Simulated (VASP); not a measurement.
# W3N4 (P-43m) in VASP: notebook

The runs below take W3N4 through single point, with PBE.

All numbers are computed with VASP 6.6.1; they aren't measurements. Logs are shortened: lines on timing, memory, paths and dates and some standing lists are left out, and cuts for length are marked.

**1. The cell of the first run**

Symmetry: P-43m, No. 215, cubic system. The conventional cell has a = 4.546 Å, b = 4.546 Å, c = 4.546 Å, α = 90.00°, β = 90.00°, γ = 90.00°. W (site symmetry -42m) has 4 N at 1.97 Å within 2.6 Å. N (site symmetry 3m) has 3 W at 1.97 Å within 2.6 Å.

The cell was generated, and may not be a known phase.

**2. Single point, PBE**

Input file INCAR:

```
ALGO     = Normal         # electronic algorithm
EDIFF    = 1E-7           # SCF threshold, eV
ENCUT    = 520            # plane-wave cutoff, eV
GGA      = PE             # functional
ISIF     = 2              # what is computed and relaxed
ISMEAR   = 0              # smearing method
LASPH    = T              # aspherical terms in the spheres
LCHARG   = F              # write CHGCAR
LREAL    = F              # projectors in reciprocal space
LWAVE    = F              # write WAVECAR
NBANDS   = 40             # bands
NELM     = 100            # most SCF steps
PREC     = Accurate       # precision mode
SIGMA    = 0.1            # smearing width, eV
```

Input file KPOINTS:

```
k-points
0
Gamma
  4 4 4
```

Input file POSCAR:

```
W3N4
1.0
    4.5455493660      0.0000000000      0.0000000000
    0.0000000000      4.5455493660      0.0000000000
    0.0000000000      0.0000000000      4.5455493660
W N
3 4
Direct
    0.0000000000      0.0000000000      0.5000000000
    0.5000000000      0.0000000000      0.0000000000
    0.0000000000      0.5000000000      0.0000000000
    0.2500203430      0.7499796570      0.2500203430
    0.7499796570      0.2500203430      0.2500203430
    0.2500203430      0.2500203430      0.7499796570
    0.7499796570      0.7499796570      0.7499796570
```

Potentials or basis: VASP PAW PBE potentials, release 64 (W_sv, N).

Started as:

```bash
$ cat potpaw_PBE.64/W_sv/POTCAR potpaw_PBE.64/N/POTCAR > POTCAR
$ mpirun -np 1 vasp_std > vasp.out
```

OUTCAR:

```text
EDIFF = 1E-7
   ENCUT = 520
   GGA = PE
   ISIF = 2
   ISMEAR = 0
   LASPH = T
   LREAL = F
   NELM = 100
   PREC = Accurate

 ion  position               nearest neighbor table
   1  0.000  0.000  0.500-   4 1.97   5 1.97   6 1.97   7 1.97   2 3.21   3 3.21   2 3.21   3 3.21
                             3 3.21   3 3.21   2 3.21   2 3.21
   2  0.500  0.000  0.000-   4 1.97   5 1.97   6 1.97   7 1.97   1 3.21   3 3.21   1 3.21   3 3.21
                             1 3.21   3 3.21   1 3.21   3 3.21
   3  0.000  0.500  0.000-   4 1.97   5 1.97   6 1.97   7 1.97   1 3.21   2 3.21   1 3.21   1 3.21
                             2 3.21   1 3.21   2 3.21   2 3.21
   4  0.250  0.750  0.250-   1 1.97   2 1.97   3 1.97
   5  0.750  0.250  0.250-   1 1.97   2 1.97   3 1.97
   6  0.250  0.250  0.750-   1 1.97   2 1.97   3 1.97
   7  0.750  0.750  0.750-   1 1.97   2 1.97   3 1.97

  LATTYP: Found a simple cubic cell.
 ALAT       =     4.5455493660

  Lattice vectors:

 A1 = (   4.5455493660,   0.0000000000,   0.0000000000)
 A2 = (   0.0000000000,   4.5455493660,   0.0000000000)
 A3 = (   0.0000000000,   0.0000000000,   4.5455493660)

Analysis of symmetry for initial positions (statically):
=====================================================================
 Subroutine PRICEL returns:
 Original cell was already a primitive cell.

 Routine SETGRP: Setting up the symmetry group for a
 simple cubic supercell.

 Subroutine GETGRP returns: Found 24 space group operations
 (whereof 24 operations were pure point group operations)
 out of a pool of 48 trial point group operations.

The static configuration has the point symmetry T_d .

Analysis of symmetry for dynamics (positions and initial velocities):
=====================================================================
 Subroutine PRICEL returns:
 Original cell was already a primitive cell.

 Routine SETGRP: Setting up the symmetry group for a
 simple cubic supercell.

 Subroutine GETGRP returns: Found 24 space group operations
 (whereof 24 operations were pure point group operations)
 out of a pool of 48 trial point group operations.

The dynamic configuration has the point symmetry T_d .

 Subroutine INISYM returns: Found 24 space group operations
 (whereof 24 operations are pure point group operations),
 and found     1 'primitive' translations

----------------------------------------------------------------------------------------

[... 91 lines left out ...]
   IBRION =     -1    ionic relax: 0-MD 1-quasi-New 2-CG
   NFREE  =      0    steps in history (QN), initial steepest desc. (CG)
   ISIF   =      2    stress and relaxation
   ISYM   =      2    0-nonsym 1-usesym 2-fastsym
   POTIM  = 0.5000    time-step for ionic-motion
   TEBEG  =    0.0;   TEEND  =   0.0 temperature during run
   PSTRESS=    0.0 pullay stress
   NELECT =      62.0000    total number of electrons
   NUPDOWN=      -1.0000    fix difference up-down
   EMIN   =  10.00;   EMAX   =-10.00  energy-range for DOS
   EFERMI =   0.00;   METHOD = LEGACY
   ISMEAR =     0;   SIGMA  =   0.10  broadening in eV -4-tet -1-fermi 0-gaus
   EFERMI_NEDOS =   21; number of points for ismear=-14 and -15
   IALGO  =     38    algorithm
   IMIX   =      4    mixing-type and parameters
     AMIX     =   0.40;   BMIX     =  1.00
     AMIX_MAG =   1.60;   BMIX_MAG =  1.00
  volume/ion in A,a.u.               =      13.42        90.54
  Fermi-wavevector in a.u.,A,eV,Ry     =   1.425451  2.693712 27.645829  2.031911
  Thomas-Fermi vector in A             =   2.545834
   LORBIT       =      0    0 simple, 1 ext, 2 COOP (PROOUT), +10 PAW based schemes
   GGA     = PE    functional components
   LHFCALC =     F    Hartree Fock is set to
   AEXX    =    0.0000 exact exchange contribution
   IVDW    =     0    specifies the selected vdW correction
   LEPSILON=     F    determine dielectric tensor
   LRPA    =     F    only Hartree local field effects (RPA)
 non-spin polarized calculation
 Gauss-broadening in eV      SIGMA  =   0.10
  energy-cutoff  :      520.00
  volume of cell :       93.92
 maximum number of plane-waves:      2560
 NGX is ok and might be reduce to    36
   NGX = 17   NGY = 17   NGZ = 17

 number of electron      61.9999997 magnetization

 Free energy of the ion-electron system (eV)
  ---------------------------------------------------
  ext. energy  EPLUGINS =         0.00000000
  ---------------------------------------------------
  free energy    TOTEN  =       -71.70236385 eV

  energy without entropy =      -71.67817785  energy(sigma->0) =      -71.69027085

 E-fermi :   7.3442     XC(G=0): -11.5601

 val. band max:        7.2773508960   @ k =   0.5000   0.2500   0.0000
 cond. band min:       7.3582140889   @ k =   0.5000   0.5000   0.2500
 fundamental gap:      0.0808631929
 Fermi energy:         7.3441730808

 k-point     1 :       0.0000    0.0000    0.0000
  band No.  band energies     occupation
      1     -67.7564      2.00000
      2     -67.7322      2.00000
      3     -67.7322      2.00000
      4     -32.2905      2.00000
      5     -32.2905      2.00000
      6     -32.2905      2.00000
[... 419 lines left out ...]
     39      11.7857      0.00000
     40      11.7857      0.00000

------------------------ aborting loop because EDIFF is reached ----------------------------------------

  FORCE on cell =-STRESS in cart. coord.  units (eV):
  Direction    XX          YY          ZZ          XY          YZ          ZX
  --------------------------------------------------------------------------------------
  -------------------------------------------------------------------------------------
  Total        0.7754603      0.7754603      0.7754603      0.0000000     -0.0000000     -0.0000000
  in kB       13.2285131     13.2285131     13.2285131      0.0000000     -0.0000000     -0.0000000
  external PRESSURE =      13.2285131 kB  Pullay stress =       0.0000000 kB

 VOLUME and BASIS-vectors are now :
 -----------------------------------------------------------------------------
  energy-cutoff  :      520.00
  volume of cell :       93.92
      direct lattice vectors                 reciprocal lattice vectors
     4.545549366  0.000000000  0.000000000     0.219995411  0.000000000  0.000000000
     0.000000000  4.545549366  0.000000000     0.000000000  0.219995411  0.000000000
     0.000000000  0.000000000  4.545549366     0.000000000  0.000000000  0.219995411

 POSITION                                       TOTAL-FORCE (eV/Angst)
 -----------------------------------------------------------------------------------
      0.00000      0.00000      2.27277         0.000000      0.000000     -0.000000
      2.27277      0.00000      0.00000         0.000000      0.000000     -0.000000
      0.00000      2.27277      0.00000        -0.000000     -0.000000     -0.000000
      1.13648      3.40907      1.13648         0.066141     -0.066141      0.066141
      3.40907      1.13648      1.13648        -0.066141      0.066141      0.066141
      1.13648      1.13648      3.40907         0.066141      0.066141     -0.066141
      3.40907      3.40907      3.40907        -0.066141     -0.066141     -0.066141
 -----------------------------------------------------------------------------------
    total drift:                               -0.000000     -0.000000     -0.000000

  FREE ENERGIE OF THE ION-ELECTRON SYSTEM (eV)
  ---------------------------------------------------
  free  energy   TOTEN  =       -71.7023638518 eV

  energy  without entropy=      -71.6781778516  energy(sigma->0) =      -71.69027085
```

OSZICAR:

```text
N       E                     dE             d eps       ncg     rms          rms(c)
DAV:   1     0.733943224261E+03    0.73394E+03   -0.35840E+04   832   0.168E+03
DAV:   2    -0.291112330799E+02   -0.76305E+03   -0.73698E+03   880   0.516E+02
DAV:   3    -0.826793875382E+02   -0.53568E+02   -0.51587E+02   928   0.134E+02
DAV:   4    -0.843340339776E+02   -0.16546E+01   -0.16338E+01   968   0.236E+01
DAV:   5    -0.843713309110E+02   -0.37297E-01   -0.37266E-01   968   0.326E+00    0.574E+01
DAV:   6    -0.727574405530E+02    0.11614E+02   -0.79613E+01  1000   0.453E+01    0.171E+01
DAV:   7    -0.718647752879E+02    0.89267E+00   -0.82566E+00   952   0.147E+01    0.146E+01
DAV:   8    -0.717017685763E+02    0.16301E+00   -0.76493E-01   984   0.565E+00    0.111E+00
DAV:   9    -0.717024482936E+02   -0.67972E-03   -0.37089E-02   960   0.121E+00    0.378E-01
DAV:  10    -0.717024846139E+02   -0.36320E-04   -0.50119E-03  1048   0.521E-01    0.214E-01
DAV:  11    -0.717023789776E+02    0.10564E-03   -0.14322E-03  1016   0.257E-01    0.101E-01
DAV:  12    -0.717023621230E+02    0.16855E-04   -0.14521E-04  1032   0.736E-02    0.104E-02
DAV:  13    -0.717023636762E+02   -0.15531E-05   -0.64582E-06  1064   0.163E-02    0.598E-03
DAV:  14    -0.717023638889E+02   -0.21276E-06   -0.18431E-06  1032   0.813E-03    0.402E-03
DAV:  15    -0.717023638518E+02    0.37156E-07   -0.41214E-07   776   0.375E-03
   1 F= -.71702364E+02 E0= -.71690271E+02  d E =-.241860E-01
```

stdout:

```text
POSCAR found type information on POSCAR W N
 POSCAR found :  2 types and       7 ions
 scaLAPACK will be used
 LDA part: xc-table for (Slater+PW92), standard interpolation
 POSCAR, INCAR and KPOINTS ok, starting setup
 FFT: planning ... GRIDC
 FFT: planning ... GRID_SOFT
 FFT: planning ... GRID
 WAVECAR not read
 entering main loop
```

It took 48 s on 1 thread of Intel Xeon 8259CL, shared host; peak memory 0.21 GiB.

What came out:

```yaml
Free_energy: -71.7024 eV
Pressure: 1.3 GPa
Band_gap_on_the_k_mesh: zero (bands 31 and 32 overlap by 1.18 eV)
```

Levels at points of the mesh, in eV from the Fermi level:
| k point | band 29 | band 30 | band 31 | band 32 | band 33 | band 34 |
| --- | --- | --- | --- | --- | --- | --- |
| (0.00, 0.00, 0.00) | -1.16 | -1.16 | -1.16 | 0.42 | 0.42 | 1.01 |
| (0.50, 0.00, 0.00) | -1.41 | -0.81 | -0.81 | -0.52 | -0.10 | 0.64 |
| (0.50, 0.50, 0.00) | -0.61 | -0.19 | -0.19 | 0.80 | 1.03 | 1.03 |
| (0.50, 0.50, 0.50) | 0.66 | 0.66 | 0.66 | 0.82 | 0.82 | 0.82 |

Caveat: spin-orbit coupling is left out, which moves the levels of the heavy elements.

(Part 1 of 2 ends here.)

The gap in the log of VASP goes by the Fermi energy; the results here count the filled bands.